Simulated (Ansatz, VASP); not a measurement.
# TiTe2: VASP beside Ansatz

The input INCAR:

```
ALGO     = Normal         # electronic algorithm
EDIFF    = 1E-6           # SCF threshold, eV
ENCUT    = 520            # plane-wave cutoff, eV
GGA      = PE             # functional
ISIF     = 2              # what is computed and relaxed
ISMEAR   = -1             # smearing method
LASPH    = T              # aspherical terms in the spheres
LCHARG   = T              # write CHGCAR
LELF     = T              # ELF
LREAL    = F              # projectors in reciprocal space
LVHAR    = T            
LWAVE    = F              # write WAVECAR
NBANDS   = 19             # bands
NELM     = 60             # most SCF steps
PREC     = Accurate       # precision mode
SIGMA    = 0.02           # smearing width, eV
```

File KPOINTS:

```
k-points
0
Gamma
  3 3 3
```

The input POSCAR:

```
TiTe2
1.0
    3.7908320817      0.0000000000      0.0000000000
   -1.8954160408      3.2829568842      0.0000000000
    0.0000000000      0.0000000000      6.5541625960
Ti Te
1 2
Direct
    0.0000000000      0.0000000000      0.0000000000
    0.3333333333      0.6666666667      0.2578174224
    0.6666666667      0.3333333333      0.7421825776
```

Input for Ansatz:

```yaml
crystal:
  lattice:
    - [3.7908320817, 0.0, 0.0]
    - [-1.8954160408, 3.2829568842, 0.0]
    - [0.0, 0.0, 6.554162596]
  atoms:
    - { symbol: Ti, position: [0.0, 0.0, 0.0] }
    - { symbol: Te, position: [0.3333333333, 0.6666666667, 0.2578174224] }
    - { symbol: Te, position: [0.6666666667, 0.3333333333, 0.7421825776] }
kpoints:
  mp_grid: { grid: [3, 3, 3] }
hamiltonian:
  xc: pbe
scf:
  occupations: { method: fermi_dirac, width: 0.02 }
  n_extra_bands: 4
output:
  forces: true
  stress: true
  eigenvalues: true
```

Alike in both runs: task single point; functional PBE; k mesh 3 × 3 × 3; occupations fermi-dirac, width 0.02 eV; no spin polarisation.

```csv
,VASP,Ansatz
version,VASP 6.6.1,Ansatz 0.2.0
potentials or method,"VASP PAW PBE potentials, release 64 (Ti_sv, Te)",plane waves
plane-wave cutoff (eV),520,420
valence electrons in the cell,24,44
```

|  | VASP | Ansatz | Ansatz less VASP |
| --- | --- | --- | --- |
| pressure (GPa) | 1.0 | 1.0 | +0.02 |
| traceless stress, the component that is largest in VASP (GPa) | 1.05 | 1.04 | -0.010 |
| rms of the force components (eV/Å) | 0.045 | 0.041 | -0.0041 |

Atom by atom the forces differ by 0.004 eV/Å (rms over components). With one functional, cell and mesh, what is left measures potentials, basis and numerics. VASP's potentials hold 24 valence electrons a cell and Ansatz's 44, so a difference there can come from the potentials and not from the codes.

The k mesh is coarse, so the values compare programs but aren't converged. Spin-orbit coupling is off throughout.
